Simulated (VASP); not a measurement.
# AlN (Cm) in VASP: further runs

AlN is run at these levels: LDA; tasks: single point.

Program: VASP 6.6.1. These are calculated values, not measurements. Logs are shortened: lines on timing, memory, paths and dates and some standing lists are left out, and cuts for length are marked.

## Step 1: The cell of the first run

Symmetry: Cm, No. 8, monoclinic system. The conventional cell has a = 5.350 Å, b = 3.089 Å, c = 3.089 Å, α = 90.00°, β = 125.26°, γ = 90.00°. Al (site symmetry m) has 3 N at 1.56 to 1.94 Å within 2.1 Å. N (site symmetry m) has 3 Al at 1.56 to 1.94 Å within 2.1 Å.

## Step 2: Single point, LDA (atom 1 (Al) moved by (-0.300, -0.300) A along x and y)

INCAR

```
SYSTEM = AlN
  PREC = Accurate
  ENCUT = 520
  EDIFF = 1E-6
  ISMEAR = 0
  SIGMA = 0.05
  LREAL = .False.
  LASPH = .True.
  NELM = 60
  ALGO = Normal
  ISIF = 2
  LWAVE = .False.
  LCHARG = .False.
  GGA = CA
  NBANDS = 11
```

KPOINTS

```
regular mesh
0
Gamma
  10 10 10
  0 0 0
```

POSCAR

```
AlN
1.0
    0.0000000000      2.1839935596      2.1839935596
    2.1839935596      0.0000000000      2.1839935596
    2.1839935596      2.1839935596      0.0000000000
Al N
1 1
Direct
    0.0000000000      0.0000000000     -0.1373630424
    0.7500000000      0.7500000000      0.7500000000
```

Potentials or basis: VASP PAW LDA potentials, release 64 (Al, N).

The run is started by

```console
$ cat potpaw_LDA.64/Al/POTCAR potpaw_LDA.64/N/POTCAR > POTCAR
$ mpirun -np 1 vasp_std > vasp.out
```

OUTCAR:

```text
SYSTEM = AlN
   PREC = Accurate
   ENCUT = 520
   EDIFF = 1E-6
   ISMEAR = 0
   LREAL = .False.
   LASPH = .True.
   NELM = 60
   ISIF = 2
   GGA = CA

 ion  position               nearest neighbor table
   1  0.000  0.000  0.863-   2 1.56   2 1.94   2 1.94   2 2.25
   2  0.750  0.750  0.750-   1 1.56   1 1.94   1 1.94   1 2.25

  LATTYP: Found a face centered cubic cell.
 ALAT       =     4.3679871192

  Lattice vectors:

 A1 = (   0.0000000000,   2.1839935596,   2.1839935596)
 A2 = (   2.1839935596,   0.0000000000,   2.1839935596)
 A3 = (   2.1839935596,   2.1839935596,   0.0000000000)

Analysis of symmetry for initial positions (statically):
=====================================================================
 Subroutine PRICEL returns:
 Original cell was already a primitive cell.

 Routine SETGRP: Setting up the symmetry group for a
 face centered cubic supercell.

 Subroutine GETGRP returns: Found  2 space group operations
 (whereof  2 operations were pure point group operations)
 out of a pool of 48 trial point group operations.

The static configuration has the point symmetry C_1h.

Analysis of symmetry for dynamics (positions and initial velocities):
=====================================================================
 Subroutine PRICEL returns:
 Original cell was already a primitive cell.

 Routine SETGRP: Setting up the symmetry group for a
 face centered cubic supercell.

 Subroutine GETGRP returns: Found  2 space group operations
 (whereof  2 operations were pure point group operations)
 out of a pool of 48 trial point group operations.

The dynamic configuration has the point symmetry C_1h.

 Subroutine INISYM returns: Found  2 space group operations
 (whereof  2 operations are pure point group operations),
 and found     1 'primitive' translations

----------------------------------------------------------------------------------------

                                     Primitive cell

  volume of cell :      20.8345

  direct lattice vectors                    reciprocal lattice vectors
     0.000000000  2.183993560  2.183993560    -0.228938404  0.228938404  0.228938404
     2.183993560  0.000000000  2.183993560     0.228938404 -0.228938404  0.228938404
     2.183993560  2.183993560  0.000000000     0.228938404  0.228938404 -0.228938404

  length of vectors
     3.088633312  3.088633312  3.088633312     0.396532948  0.396532948  0.396532948

  position of ions in fractional coordinates (direct lattice)
     0.000000000  0.000000000  0.862636958
     0.750000000  0.750000000  0.750000000

  ion indices of the primitive-cell ions
   primitive index   ion index
                 1           1
                 2           2

----------------------------------------------------------------------------------------

 KPOINTS: regular mesh

Automatic generation of k-mesh.
 Grid dimensions read from file:
 generate k-points for:   10   10   10

 Generating k-lattice:

  Cartesian coordinates                     Fractional coordinates (reciprocal lattice)
    -0.022893840  0.022893840  0.022893840     0.100000000  0.000000000  0.000000000
     0.022893840 -0.022893840  0.022893840     0.000000000  0.100000000  0.000000000
     0.022893840  0.022893840 -0.022893840     0.000000000  0.000000000  0.100000000

  Length of vectors
     0.039653295  0.039653295  0.039653295

  Shift w.r.t. Gamma in fractional coordinates (k-lattice)
     0.000000000  0.000000000  0.000000000

 Subroutine IBZKPT returns following result:
 ===========================================

 Found    282 irreducible k-points:

 Following reciprocal coordinates:
            Coordinates               Weight
  0.000000  0.000000  0.000000      1.000000
  0.100000  0.000000  0.000000      4.000000
  0.000000  0.000000  0.100000      2.000000
  0.100000  0.100000  0.100000      2.000000
  0.200000  0.000000  0.000000      4.000000
  0.000000  0.000000  0.200000      2.000000
[... 16 lines left out ...]
  0.200000  0.100000  0.200000      4.000000
  0.100000 -0.100000 -0.100000      4.000000
 [... further k-points ...]
   k-points           NKPTS =    282   k-points in BZ     NKDIM =    282   number of bands    NBANDS=     11
   number of dos      NEDOS =    301   number of ions     NIONS =      2
   total plane-waves  NPLWV =  13824
   dimension x,y,z NGX =    24 NGY =   24 NGZ =   24
   dimension x,y,z NGXF=    48 NGYF=   48 NGZF=   48
   ions per type =               1   1
   NGX,Y,Z   is equivalent  to a cutoff of  12.92, 12.92, 12.92 a.u.
   NGXF,Y,Z  is equivalent  to a cutoff of  25.84, 25.84, 25.84 a.u.
 SYSTEM =  AlN
   PREC   = accura    normal or accurate (medium, high low for compatibility)
   ISTART =      0    job   : 0-new  1-cont  2-samecut
   ICHARG =      2    charge: 1-file 2-atom 10-const
   ISPIN  =      1    spin polarized calculation?
   LNONCOLLINEAR =      F non collinear calculations
   LSORBIT =      F    spin-orbit coupling
   LASPH  =      T    aspherical Exc in radial PAW
   ENCUT  =  520.0 eV  38.22 Ry    6.18 a.u.   5.74  5.74  5.74*2*pi/ulx,y,z
   NELM   =     60;   NELMIN=  2; NELMDL= -5     # of ELM steps
   EDIFF  = 0.1E-05   stopping-criterion for ELM
   LREAL  =      F    real-space projection
   EDIFFG = 0.1E-04   stopping-criterion for IOM
   NSW    =      0    number of steps for IOM
   IBRION =     -1    ionic relax: 0-MD 1-quasi-New 2-CG
   NFREE  =      0    steps in history (QN), initial steepest desc. (CG)
   ISIF   =      2    stress and relaxation
   ISYM   =      2    0-nonsym 1-usesym 2-fastsym
   POTIM  = 0.5000    time-step for ionic-motion
   TEBEG  =    0.0;   TEEND  =   0.0 temperature during run
   PSTRESS=    0.0 pullay stress
   NELECT =       8.0000    total number of electrons
   NUPDOWN=      -1.0000    fix difference up-down
   EMIN   =  10.00;   EMAX   =-10.00  energy-range for DOS
   EFERMI =   0.00;   METHOD = LEGACY
   ISMEAR =     0;   SIGMA  =   0.05  broadening in eV -4-tet -1-fermi 0-gaus
   EFERMI_NEDOS =   21; number of points for ismear=-14 and -15
   IALGO  =     38    algorithm
   IMIX   =      4    mixing-type and parameters
     AMIX     =   0.40;   BMIX     =  1.00
     AMIX_MAG =   1.60;   BMIX_MAG =  1.00
  volume/ion in A,a.u.               =      10.42        70.30
  Fermi-wavevector in a.u.,A,eV,Ry     =   1.189899  2.248583 19.263943  1.415860
  Thomas-Fermi vector in A             =   2.325996
   LORBIT       =      0    0 simple, 1 ext, 2 COOP (PROOUT), +10 PAW based schemes
   GGA     = CA    functional components
   LHFCALC =     F    Hartree Fock is set to
   AEXX    =    0.0000 exact exchange contribution
   IVDW    =     0    specifies the selected vdW correction
   LEPSILON=     F    determine dielectric tensor
   LRPA    =     F    only Hartree local field effects (RPA)
 non-spin polarized calculation
 Gauss-broadening in eV      SIGMA  =   0.05
  energy-cutoff  :      520.00
  volume of cell :       20.83
 maximum number of plane-waves:       571
   NGX = 11   NGY = 11   NGZ = 11

 number of electron       8.0000001 magnetization

 Free energy of the ion-electron system (eV)
  ---------------------------------------------------
  ext. energy  EPLUGINS =         0.00000000
  ---------------------------------------------------
  free energy    TOTEN  =       -14.86955509 eV

  energy without entropy =      -14.86955509  energy(sigma->0) =      -14.86955509

 E-fermi :   6.7615     XC(G=0): -11.2406

 val. band max:        6.5227702732   @ k =   0.0000   0.0000   0.0000
 cond. band min:       8.7903209829   @ k =   0.5000   0.5000   0.0000
 fundamental gap:      2.2675507098
 Fermi energy:         6.7615298492

 k-point     1 :       0.0000    0.0000    0.0000
  band No.  band energies     occupation
      1      -9.1551      2.00000
      2       4.6712      2.00000
      3       5.6413      2.00000
      4       6.5228      2.00000
      5       9.5585      0.00000
      6      17.9325      0.00000
      7      18.1306      0.00000
      8      18.3825      0.00000
      9      22.6690      0.00000
     10      22.7012      0.00000
     11      23.5690      0.00000

 k-point     2 :       0.1000    0.0000    0.0000
  band No.  band energies     occupation
      1      -9.0072      2.00000
      2       4.3548      2.00000
      3       5.2132      2.00000
      4       6.4003      2.00000
      5      10.1813      0.00000
      6      17.0088      0.00000
      7      18.1494      0.00000
      8      19.0865      0.00000
      9      21.7535      0.00000
     10      22.0586      0.00000
     11      23.6198      0.00000

 k-point     3 :       0.0000    0.0000    0.1000
  band No.  band energies     occupation
      1      -9.0111      2.00000
      2       4.5527      2.00000
      3       5.5917      2.00000
      4       5.6354      2.00000
      5      10.3691      0.00000
      6      17.4501      0.00000
      7      17.8763      0.00000
      8      18.6389      0.00000
      9      22.2078      0.00000
     10      22.2464      0.00000
     11      23.1184      0.00000

 k-point     4 :       0.1000    0.1000    0.1000
  band No.  band energies     occupation
      1      -9.0042      2.00000
      2       4.0665      2.00000
      3       5.5997      2.00000
      4       6.4248      2.00000
      5      10.0567      0.00000
      6      17.4331      0.00000
      7      18.2199      0.00000
      8      18.7403      0.00000
      9      21.3497      0.00000
     10      21.5963      0.00000
     11      24.3093      0.00000
[... 239 lines left out ...]
 k-point    22 :       0.1000    0.1000   -0.1000
  band No.  band energies     occupation
      1      -8.6386      2.00000
      2       3.8400      2.00000
      3       4.9469      2.00000
      4       5.2477      2.00000
      5      11.4572      0.00000
      6      16.0681      0.00000
      7      17.9748      0.00000
      8      18.0939      0.00000
      9      20.7638      0.00000
     10      23.9057      0.00000
     11      24.0745      0.00000

 k-point    23 :       0.2000    0.1000    0.2000
  band No.  band energies     occupation
      1      -8.6228      2.00000
      2       3.1698      2.00000
      3       5.2675      2.00000
      4       5.9053      2.00000
      5      11.1251      0.00000
      6      16.5379      0.00000
      7      18.1171      0.00000
      8      18.8514      0.00000
      9      19.2993      0.00000
     10      22.5247      0.00000
     11      25.0908      0.00000

 k-point    24 :       0.1000   -0.1000   -0.1000
  band No.  band energies     occupation
      1      -8.6316      2.00000
      2       3.5994      2.00000
      3       4.6407      2.00000
      4       5.9084      2.00000
      5      11.3468      0.00000
      6      15.9426      0.00000
      7      17.9375      0.00000
      8      18.7525      0.00000
      9      20.4742      0.00000
     10      23.3475      0.00000
     11      24.5542      0.00000

 [... further k-points ...]

------------------------ aborting loop because EDIFF is reached ----------------------------------------

  FORCE on cell =-STRESS in cart. coord.  units (eV):
  Direction    XX          YY          ZZ          XY          YZ          ZX
  --------------------------------------------------------------------------------------
  -------------------------------------------------------------------------------------
  Total        1.6271303      1.6271303      5.2017901      3.0900374      4.0984936      4.0984936
  in kB      125.1263729    125.1263729    400.0178302    237.6239806    315.1742897    315.1742899
  external PRESSURE =     216.7568586 kB  Pullay stress =       0.0000000 kB

 VOLUME and BASIS-vectors are now :
 -----------------------------------------------------------------------------
  energy-cutoff  :      520.00
  volume of cell :       20.83
      direct lattice vectors                 reciprocal lattice vectors
     0.000000000  2.183993560  2.183993560    -0.228938404  0.228938404  0.228938404
     2.183993560  0.000000000  2.183993560     0.228938404 -0.228938404  0.228938404
     2.183993560  2.183993560  0.000000000     0.228938404  0.228938404 -0.228938404

 POSITION                                       TOTAL-FORCE (eV/Angst)
 -----------------------------------------------------------------------------------
      1.88399      1.88399      0.00000         5.643927      5.643927      6.253171
      3.27599      3.27599      3.27599        -5.643927     -5.643927     -6.253171
 -----------------------------------------------------------------------------------
    total drift:                               -0.000650     -0.000650     -0.000701

  FREE ENERGIE OF THE ION-ELECTRON SYSTEM (eV)
  ---------------------------------------------------
  free  energy   TOTEN  =       -14.8695550916 eV

  energy  without entropy=      -14.8695550916  energy(sigma->0) =      -14.86955509
```

Wall time 23 s (1 thread of Intel Xeon 6975P-C, shared host); peak memory 0.17 GiB.

Results:

```yaml
Free_energy: -14.8696 eV
Pressure: 21.7 GPa
Largest_force: 10.140 eV/Å
Band_gap_on_the_k_mesh: 2.27 eV, indirect (least direct gap 3.04 eV)
```

Forces on the atoms (eV/Å):
```
Al   5.644  5.644  6.253
N   -5.644 -5.644 -6.253
```

Levels at points of the mesh, in eV from the valence-band top:
```csv
k point,band 1,band 2,band 3,band 4,band 5,band 6,band 7,band 8,band 9
"(0.00, 0.00, 0.00)",-15.68,-1.85,-0.88,0.00,3.04,11.41,11.61,11.86,16.15
"(0.50, 0.00, 0.00)",-13.59,-6.74,-1.94,-0.66,5.77,8.48,9.89,11.13,15.63
"(0.00, 0.00, 0.50)",-13.68,-6.31,-2.15,-1.35,6.38,8.80,9.60,10.62,15.75
"(0.50, 0.50, 0.50)",-13.53,-7.02,-1.26,-0.66,5.82,8.15,10.21,10.66,15.99
"(0.50, 0.50, 0.00)",-12.96,-5.84,-2.57,-2.31,2.27,6.74,11.89,14.95,15.47
"(0.00, 0.50, 0.50)",-12.96,-5.81,-3.02,-2.18,2.40,7.15,12.02,14.66,15.06
```

Caveat: the cell differs from its parent crystal (atom 1 (Al) moved by (-0.300, -0.300) A along x and y); forces of over 1 eV/Å act on the atoms, so gaps and moduli don't describe the material at rest. A k mesh can miss the band edges.

## Step 3: Single point, LDA (atom 1 (Al) moved by (-0.150, -0.150) A along x and y)

INCAR

```
  PREC = Accurate
  ENCUT = 520
  EDIFF = 1E-7
  ISMEAR = 0
  SIGMA = 0.05
  LREAL = False
  LASPH = True
  NELM = 80
  ALGO = Normal
  ISIF = 2
  LWAVE = False
  LCHARG = False
  NBANDS = 11
```

KPOINTS

```
regular mesh
0
Gamma
  10 10 10
```

POSCAR: that of step 2 with these lines changed.

```diff
@@ -8,3 +8,3 @@
 Direct
-    0.0000000000      0.0000000000     -0.1373630424
+    0.0000000000      0.0000000000     -0.0686815212
     0.7500000000      0.7500000000      0.7500000000
```

Potentials or basis: VASP PAW LDA potentials, release 64 (Al, N).

The run is started by

```console
$ cat potpaw_LDA.64/Al/POTCAR potpaw_LDA.64/N/POTCAR > POTCAR
$ mpirun -np 1 vasp_std > vasp.out
```

Wall time 28 s (1 thread of Intel Xeon 6975P-C, shared host); peak memory 0.17 GiB.

Results (log left out):

```yaml
Free_energy: -16.0342 eV
Pressure: 2.8 GPa
Largest_force: 3.604 eV/Å
Band_gap_on_the_k_mesh: 2.68 eV, indirect (least direct gap 3.63 eV)
```

Forces in eV/Å, atoms in the order of the input:
```
Al   2.344  2.344  1.415
N   -2.344 -2.344 -1.415
```

Stress tensor (GPa, compression positive):
```
 1.12  6.46 11.53
 6.46  1.12 11.53
11.53 11.53  6.05
```

Levels at points of the mesh, in eV from the valence-band top:
```csv
k point,band 1,band 2,band 3,band 4,band 5,band 6,band 7,band 8
"(0.00, 0.00, 0.00)",-15.34,-1.07,-0.52,0.00,3.63,11.80,11.81,11.96
"(0.50, 0.00, 0.00)",-13.23,-6.42,-1.37,-0.61,6.58,9.11,10.22,10.89
"(0.00, 0.00, 0.50)",-13.27,-6.18,-1.47,-1.00,6.83,9.30,10.16,10.62
"(0.50, 0.50, 0.50)",-13.19,-6.62,-0.97,-0.57,6.52,8.95,10.45,10.75
"(0.50, 0.50, 0.00)",-12.57,-5.49,-2.28,-2.20,2.68,7.64,12.96,15.07
"(0.00, 0.50, 0.50)",-12.58,-5.47,-2.55,-2.03,2.72,7.78,12.97,14.97
```

Caveat: the cell differs from its parent crystal (atom 1 (Al) moved by (-0.150, -0.150) A along x and y); forces of over 1 eV/Å act on the atoms, so gaps and moduli don't describe the material at rest.
